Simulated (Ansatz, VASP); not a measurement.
**One calculation of Au, two programs**

```
CELL_PARAMETERS angstrom
1.41002 -2.54217 0.00000
1.41002 2.54217 0.00000
0.00000 0.00000 4.80068
ATOMIC_POSITIONS crystal
Au 0.66386 0.33614 0.25000
Au 0.33614 0.66386 0.75000
```

Change from the starting cell: strain +0.0100 x Voigt [0, 1, 0, 0, 0, 0], atoms carried along.

Alike in both runs: task single point; functional PBEsol; k mesh 24 × 24 × 12; occupations gaussian, width 0.15 eV; no spin polarisation.

|  | VASP | Ansatz |
| --- | --- | --- |
| version | VASP 6.6.1 | Ansatz 0.2.0 |
| potentials or method | VASP PAW PBE potentials, release 64 (Au), cutoff 520 eV | scalar-relativistic, plane waves, PAW |
| valence electrons in the cell | 22 | 38 |

Ansatz gave:

| Property | Result |
| --- | --- |
| gap on the k mesh at the Fermi level (eV) | none |
| pressure (GPa) | -1.6 |
| traceless stress, the component that is largest in VASP (GPa) | -0.98 |
| rms of the force components (eV/Å) | 0.007 |

Task: What did VASP give for the same quantities?

Result: gap on the k mesh at the Fermi level (eV): none; pressure (GPa): -1.8; traceless stress, the component that is largest in VASP (GPa): -0.96; rms of the force components (eV/Å): 0.007.

VASP's potentials were made for PBE, not for PBEsol. Atom by atom the forces differ by 0.000 eV/Å (rms over components). A gap of «none» marks a metal or a gap that the smearing closes. With one functional, cell and mesh, what is left measures potentials, basis and numerics. VASP's potentials hold 22 valence electrons a cell and Ansatz's 38, so a difference there can come from the potentials and not from the codes.

Neither program's run includes spin-orbit coupling.
